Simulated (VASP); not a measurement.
**Cu: single point with PBEsol**

The system is Cu.

```
Cu
1.0
     0.00000    1.78171    1.78171
     1.78171    0.00000    1.78171
     1.78171    1.78171    0.00000
Cu
1
Direct
  0.00000 0.00000 0.00000
```

```
Program                : VASP 6.6.1
Task                   : single point
Functional             : PBEsol
Potentials or basis    : VASP PAW PBE potentials, release 64 (Cu)
Cutoff                 : 520 eV
k mesh                 : 20 × 20 × 20
Occupations            : gaussian, width 0.1 eV
Spin                   : no spin polarisation
Dipole correction      : no
Further INCAR settings : ALGO = Normal; EDIFF = 1e-07; NBANDS = 12
```

```json
{
 "Pressure": "0.7 GPa"
}
```

Levels at points of the mesh, in eV from the Fermi level:
| k point | band 3 | band 4 | band 5 | band 6 | band 7 | band 8 | band 9 | band 10 |
| --- | --- | --- | --- | --- | --- | --- | --- | --- |
| (0.00, 0.00, 0.00) | -3.13 | -3.13 | -2.24 | -2.24 | 22.96 | 25.91 | 25.91 | 25.91 |
| (0.50, 0.00, 0.00) | -3.16 | -1.63 | -1.63 | -1.13 | 3.99 | 21.43 | 22.73 | 22.73 |
| (0.50, 0.50, 0.00) | -1.65 | -1.48 | -1.48 | 1.46 | 7.44 | 13.40 | 13.40 | 18.03 |

Wall time 12 s on 1 thread of Intel(R) Xeon(R) 6975P-C (Granite Rapids), with other jobs on the host, peak memory 0.14 GiB.

Caveat: the PAW data sets were made with another functional, which shifts forces and pressure a little.
